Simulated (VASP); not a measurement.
# Si (Imma) in VASP: further runs

Si is run at these levels: r2SCAN; tasks: single point.

Program: VASP 6.6.1. These are calculated values, not measurements. Logs are shortened: lines on timing, memory, paths and dates and some standing lists are left out, and cuts for length are marked.

## (1) The cell of the first run

Symmetry: Imma, No. 74, orthorhombic system. The conventional cell has a = 3.802 Å, b = 3.879 Å, c = 5.431 Å, α = 90.00°, β = 90.00°, γ = 90.00°. Within 3.1 Å of Si (site symmetry mm2) lie 4 Si at 2.34 to 2.37 Å.

## (2) Single point, r2SCAN (strain -0.0200 x Voigt [0, 0, 0, 0, 1, 0])

Input file POSCAR:

```
Si
1.0
   -0.0271547000      2.7154700000      2.7154700000
    2.6883153000      0.0000000000      2.6883153000
    2.7154700000      2.7154700000     -0.0271547000
Si
2
Direct
    0.5000000000      0.5000000000      0.5000000000
    0.7500000000      0.7500000000      0.7500000000
```

Input file INCAR.step1:

```
SYSTEM = Si
PREC = Accurate
ENCUT = 520
ISMEAR = 0
SIGMA = 0.05
LREAL = .False.
LASPH = .True.
NELM = 100
NBANDS = 11
GGA = PE
ALGO = Normal
EDIFF = 1E-4
LWAVE = .True.
LCHARG = .False.
```

Input file INCAR.step2:

```
SYSTEM = Si
PREC = Accurate
ENCUT = 520
EDIFF = 1E-6
ISMEAR = 0
SIGMA = 0.05
LREAL = .False.
LASPH = .True.
NELM = 100
ALGO = Normal
ISIF = 2
LWAVE = .False.
LCHARG = .False.
METAGGA = R2SCAN
LMIXTAU = .True.
NBANDS = 11
ISTART = 1
```

Input file KPOINTS:

```
Automatic mesh
0
Gamma
  10 10 10
  0 0 0
```

Potentials or basis: VASP PAW PBE potentials, release 64 (Si).

Run with:

```console
$ cat potpaw_PBE.64/Si/POTCAR > POTCAR
$ cp INCAR.step1 INCAR
$ mpirun -np 1 vasp_std > vasp.out
$ cp INCAR.step2 INCAR
$ mpirun -np 1 vasp_std > vasp.out
```

OUTCAR:

```text
SYSTEM = Si
   PREC = Accurate
   ENCUT = 520
   EDIFF = 1E-6
   ISMEAR = 0
   LREAL = .False.
   LASPH = .True.
   NELM = 100
   ISIF = 2
   METAGGA = R2SCAN
   ISTART = 1

 ion  position               nearest neighbor table
   1  0.500  0.500  0.500-   2 2.34   2 2.34   2 2.37   2 2.37
   2  0.750  0.750  0.750-   1 2.34   1 2.34   1 2.37   1 2.37

  LATTYP: Found a body centered orthorhombic cell.
 ALAT       =     3.8018519572
 B/A-ratio  =     1.0202020202
 C/A-ratio  =     1.4284985479

  Lattice vectors:

 A1 = (   2.7154700000,  -2.7154700000,  -0.0271547000)
 A2 = (  -2.7154700000,  -2.7154700000,   0.0271547000)
 A3 = (   0.0271547000,   2.7154700000,  -2.7154700000)

Analysis of symmetry for initial positions (statically):
=====================================================================
 Subroutine PRICEL returns:
 Original cell was already a primitive cell.

 Routine SETGRP: Setting up the symmetry group for a
 body centered orthorhombic supercell.

 Subroutine GETGRP returns: Found  8 space group operations
 (whereof  4 operations were pure point group operations)
 out of a pool of  8 trial point group operations.

The static configuration has the point symmetry C_2v.
 The point group associated with its full space group is D_2h.

Analysis of symmetry for dynamics (positions and initial velocities):
=====================================================================
 Subroutine PRICEL returns:
 Original cell was already a primitive cell.

 Routine SETGRP: Setting up the symmetry group for a
 body centered orthorhombic supercell.

 Subroutine GETGRP returns: Found  8 space group operations
 (whereof  4 operations were pure point group operations)
 out of a pool of  8 trial point group operations.

The dynamic configuration has the point symmetry C_2v.
 The point group associated with its full space group is D_2h.

 Subroutine INISYM returns: Found  8 space group operations
 (whereof  4 operations are pure point group operations),
 and found     1 'primitive' translations

----------------------------------------------------------------------------------------

                                     Primitive cell

  volume of cell :      40.0425

  direct lattice vectors                    reciprocal lattice vectors
    -0.027154700  2.715470000  2.715470000    -0.182307116  0.184130187  0.182307116
     2.688315300  0.000000000  2.688315300     0.185990088 -0.184130187  0.185990088
     2.715470000  2.715470000 -0.027154700     0.182307116  0.184130187 -0.182307116

  length of vectors
     3.840350507  3.801851957  3.840350507     0.316821235  0.321074060  0.316821235

  position of ions in fractional coordinates (direct lattice)
     0.500000000  0.500000000  0.500000000
     0.750000000  0.750000000  0.750000000

  ion indices of the primitive-cell ions
   primitive index   ion index
                 1           1
                 2           2

----------------------------------------------------------------------------------------

 KPOINTS: Automatic mesh

Automatic generation of k-mesh.
 Grid dimensions read from file:
 generate k-points for:   10   10   10

 Generating k-lattice:

  Cartesian coordinates                     Fractional coordinates (reciprocal lattice)
    -0.018230712  0.018413019  0.018230712     0.100000000  0.000000000  0.000000000
     0.018599009 -0.018413019  0.018599009     0.000000000  0.100000000  0.000000000
     0.018230712  0.018413019 -0.018230712     0.000000000  0.000000000  0.100000000

  Length of vectors
     0.031682124  0.032107406  0.031682124

  Shift w.r.t. Gamma in fractional coordinates (k-lattice)
     0.000000000  0.000000000  0.000000000

 Subroutine IBZKPT returns following result:
 ===========================================

 Found    171 irreducible k-points:

 Following reciprocal coordinates:
            Coordinates               Weight
  0.000000  0.000000  0.000000      1.000000
  0.100000  0.000000 -0.000000      4.000000
  0.200000  0.000000 -0.000000      4.000000
  0.300000  0.000000 -0.000000      4.000000
  0.400000  0.000000  0.000000      4.000000
  0.500000  0.000000 -0.000000      2.000000
[... 16 lines left out ...]
 -0.400000  0.200000 -0.000000      8.000000
 -0.300000  0.200000  0.000000      8.000000
 [... further k-points ...]
   k-points           NKPTS =    171   k-points in BZ     NKDIM =    171   number of bands    NBANDS=     11
   number of dos      NEDOS =    301   number of ions     NIONS =      2
   total plane-waves  NPLWV =  25200
   dimension x,y,z NGX =    30 NGY =   28 NGZ =   30
   dimension x,y,z NGXF=    60 NGYF=   56 NGZF=   60
   ions per type =               2
   NGX,Y,Z   is equivalent  to a cutoff of  12.99, 12.24, 12.99 a.u.
   NGXF,Y,Z  is equivalent  to a cutoff of  25.97, 24.49, 25.97 a.u.
 SYSTEM =  Si
   PREC   = accura    normal or accurate (medium, high low for compatibility)
   ISTART =      1    job   : 0-new  1-cont  2-samecut
   ICHARG =      0    charge: 1-file 2-atom 10-const
   ISPIN  =      1    spin polarized calculation?
   LNONCOLLINEAR =      F non collinear calculations
   LSORBIT =      F    spin-orbit coupling
   LASPH  =      T    aspherical Exc in radial PAW
   ENCUT  =  520.0 eV  38.22 Ry    6.18 a.u.   7.14  7.07  7.14*2*pi/ulx,y,z
   NELM   =    100;   NELMIN=  2; NELMDL=  0     # of ELM steps
   EDIFF  = 0.1E-05   stopping-criterion for ELM
   LREAL  =      F    real-space projection
   EDIFFG = 0.1E-04   stopping-criterion for IOM
   NSW    =      0    number of steps for IOM
   IBRION =     -1    ionic relax: 0-MD 1-quasi-New 2-CG
   NFREE  =      0    steps in history (QN), initial steepest desc. (CG)
   ISIF   =      2    stress and relaxation
   ISYM   =      2    0-nonsym 1-usesym 2-fastsym
   POTIM  = 0.5000    time-step for ionic-motion
   TEBEG  =    0.0;   TEEND  =   0.0 temperature during run
   PSTRESS=    0.0 pullay stress
   NELECT =       8.0000    total number of electrons
   NUPDOWN=      -1.0000    fix difference up-down
   EMIN   =  10.00;   EMAX   =-10.00  energy-range for DOS
   EFERMI =   0.00;   METHOD = LEGACY
   ISMEAR =     0;   SIGMA  =   0.05  broadening in eV -4-tet -1-fermi 0-gaus
   EFERMI_NEDOS =   21; number of points for ismear=-14 and -15
   IALGO  =     38    algorithm
   IMIX   =      4    mixing-type and parameters
     AMIX     =   0.40;   BMIX     =  1.00
     AMIX_MAG =   1.60;   BMIX_MAG =  1.00
  volume/ion in A,a.u.               =      20.02       135.11
  Fermi-wavevector in a.u.,A,eV,Ry     =   0.957042  1.808547 12.461974  0.915929
  Thomas-Fermi vector in A             =   2.086024
   LORBIT       =      0    0 simple, 1 ext, 2 COOP (PROOUT), +10 PAW based schemes
   METAGGA = R2SCAN    functional components
   LHFCALC =     F    Hartree Fock is set to
   AEXX    =    0.0000 exact exchange contribution
   IVDW    =     0    specifies the selected vdW correction
   LEPSILON=     F    determine dielectric tensor
   LRPA    =     F    only Hartree local field effects (RPA)
 non-spin polarized calculation
 Gauss-broadening in eV      SIGMA  =   0.05
  energy-cutoff  :      520.00
  volume of cell :       40.04
 maximum number of plane-waves:      1092
 NGX is ok and might be reduce to    30
   NGX = 15   NGY = 15   NGZ = 15

 number of electron       8.0000000 magnetization

 Free energy of the ion-electron system (eV)
  ---------------------------------------------------
  ext. energy  EPLUGINS =         0.00000000
  ---------------------------------------------------
  free energy    TOTEN  =       -17.54411103 eV

  energy without entropy =      -17.54411103  energy(sigma->0) =      -17.54411103

 E-fermi :   5.9893     XC(G=0):  -9.8548

 val. band max:        5.7636977446   @ k =   0.0000   0.0000   0.0000
 cond. band min:       6.5044026860   @ k =   0.4000   0.0000   0.4000
 fundamental gap:      0.7407049413
 Fermi energy:         5.9893492438

 k-point     1 :       0.0000    0.0000    0.0000
  band No.  band energies     occupation
      1      -6.7893      2.00000
      2       5.7144      2.00000
      3       5.7343      2.00000
      4       5.7637      2.00000
      5       8.3395      0.00000
      6       8.4582      0.00000
      7       8.6560      0.00000
      8       9.7649      0.00000
      9      13.8650      0.00000
     10      13.8688      0.00000
     11      14.4469      0.00000

 k-point     2 :       0.1000    0.0000   -0.0000
  band No.  band energies     occupation
      1      -6.6540      2.00000
      2       4.5231      2.00000
      3       5.5291      2.00000
      4       5.5637      2.00000
      5       8.5496      0.00000
      6       8.7839      0.00000
      7       8.9503      0.00000
      8      10.5539      0.00000
      9      13.5153      0.00000
     10      13.5486      0.00000
     11      14.9669      0.00000

 k-point     3 :       0.2000    0.0000   -0.0000
  band No.  band energies     occupation
      1      -6.2549      2.00000
      2       2.5792      2.00000
      3       5.1453      2.00000
      4       5.1701      2.00000
      5       8.3542      0.00000
      6       9.2632      0.00000
      7       9.4657      0.00000
      8      12.3557      0.00000
      9      13.2077      0.00000
     10      13.2887      0.00000
     11      15.6344      0.00000

 k-point     4 :       0.3000    0.0000   -0.0000
  band No.  band energies     occupation
      1      -5.6214      2.00000
      2       0.7215      2.00000
      3       4.8062      2.00000
      4       4.8166      2.00000
      5       8.0293      0.00000
      6       9.4524      0.00000
      7       9.6406      0.00000
      8      13.6997      0.00000
      9      13.9019      0.00000
     10      14.0694      0.00000
     11      15.4171      0.00000

 k-point     5 :       0.4000    0.0000    0.0000
  band No.  band energies     occupation
      1      -4.8588      2.00000
      2      -0.8030      2.00000
      3       4.5894      2.00000
      4       4.5911      2.00000
      5       7.8012      0.00000
      6       9.3462      0.00000
      7       9.5263      0.00000
      8      14.2532      0.00000
      9      15.1591      0.00000
     10      15.3745      0.00000
     11      16.6508      0.00000
[... 211 lines left out ...]
 k-point    21 :       0.4000    0.2000    0.0000
  band No.  band energies     occupation
      1      -4.8865      2.00000
      2       0.2390      2.00000
      3       2.9967      2.00000
      4       3.6493      2.00000
      5       7.7742      0.00000
      6      10.2472      0.00000
      7      11.2262      0.00000
      8      11.5646      0.00000
      9      16.3887      0.00000
     10      16.9574      0.00000
     11      17.2865      0.00000

 k-point    22 :       0.5000    0.2000    0.0000
  band No.  band energies     occupation
      1      -4.1418      2.00000
      2      -0.9934      2.00000
      3       2.4892      2.00000
      4       3.6980      2.00000
      5       7.8585      0.00000
      6      10.9460      0.00000
      7      11.2300      0.00000
      8      11.9164      0.00000
      9      16.1734      0.00000
     10      16.7773      0.00000
     11      18.2891      0.00000

 k-point    23 :      -0.4000    0.2000   -0.0000
  band No.  band energies     occupation
      1      -3.9760      2.00000
      2      -1.2251      2.00000
      3       2.1939      2.00000
      4       3.9470      2.00000
      5       8.0902      0.00000
      6      10.8073      0.00000
      7      10.9487      0.00000
      8      13.9025      0.00000
      9      14.5063      0.00000
     10      14.7856      0.00000
     11      18.1923      0.00000

 k-point    24 :      -0.3000    0.2000    0.0000
  band No.  band energies     occupation
      1      -4.6312      2.00000
      2      -0.2202      2.00000
      3       2.1756      2.00000
      4       4.3583      2.00000
      5       8.5005      0.00000
      6      10.5838      0.00000
      7      10.8393      0.00000
      8      12.8390      0.00000
      9      13.0391      0.00000
     10      16.0241      0.00000
     11      18.4826      0.00000

 [... further k-points ...]

------------------------ aborting loop because EDIFF is reached ----------------------------------------

  FORCE on cell =-STRESS in cart. coord.  units (eV):
  Direction    XX          YY          ZZ          XY          YZ          ZX
  --------------------------------------------------------------------------------------
  -------------------------------------------------------------------------------------
  Total        0.1341864      0.1297256      0.1341864     -0.0000000      0.0000000      0.5496773
  in kB        5.3690514      5.1905673      5.3690514     -0.0000000      0.0000000     21.9936245
  external PRESSURE =       5.3095567 kB  Pullay stress =       0.0000000 kB

 VOLUME and BASIS-vectors are now :
 -----------------------------------------------------------------------------
  energy-cutoff  :      520.00
  volume of cell :       40.04
      direct lattice vectors                 reciprocal lattice vectors
    -0.027154700  2.715470000  2.715470000    -0.182307116  0.184130187  0.182307116
     2.688315300  0.000000000  2.688315300     0.185990088 -0.184130187  0.185990088
     2.715470000  2.715470000 -0.027154700     0.182307116  0.184130187 -0.182307116

 POSITION                                       TOTAL-FORCE (eV/Angst)
 -----------------------------------------------------------------------------------
      2.68832      2.71547      2.68832         0.000000     -0.194552      0.000000
      4.03247      4.07320      4.03247        -0.000000      0.194552     -0.000000
 -----------------------------------------------------------------------------------
    total drift:                                0.000000     -0.000000     -0.000000

  FREE ENERGIE OF THE ION-ELECTRON SYSTEM (eV)
  ---------------------------------------------------
  free  energy   TOTEN  =       -17.5441110252 eV

  energy  without entropy=      -17.5441110252  energy(sigma->0) =      -17.54411103
```

Wall time 5.3 min (1 thread of Intel Xeon 8259CL, shared host); peak memory 0.17 GiB.

What came out:

```
Free energy            : -17.5441 eV
Pressure               : 0.5 GPa
Largest force          : 0.195 eV/Å
Band gap on the k mesh : 0.74 eV (least direct gap 2.58 eV)
```

Forces on the atoms (eV/Å):
```
Si   0.000 -0.195  0.000
Si   0.000  0.195  0.000
```

Levels at points of the mesh, in eV from the valence-band top:
| k point | band 1 | band 2 | band 3 | band 4 | band 5 | band 6 | band 7 | band 8 |
| --- | --- | --- | --- | --- | --- | --- | --- | --- |
| (0.00, 0.00, 0.00) | -12.55 | -0.05 | -0.03 | 0.00 | 2.58 | 2.69 | 2.89 | 4.00 |
| (0.50, 0.00, 0.00) | -10.17 | -7.28 | -1.25 | -1.25 | 1.96 | 3.51 | 3.69 | 8.38 |
| (0.00, 0.50, 0.00) | -10.03 | -7.31 | -1.35 | -1.34 | 1.76 | 3.44 | 3.62 | 8.25 |
| (0.50, 0.50, 0.00) | -8.18 | -8.18 | -3.04 | -3.04 | 0.89 | 0.89 | 10.83 | 10.83 |
| (0.50, 0.00, 0.50) | -8.27 | -8.10 | -3.15 | -2.93 | 0.78 | 1.02 | 10.80 | 10.92 |

Caveat: the cell differs from its parent crystal (strain -0.0200 x Voigt [0, 0, 0, 0, 1, 0]); the PAW data sets were made with another functional, which shifts forces and pressure a little. A k mesh can miss the band edges.

(Continued in part 2 of 2.)
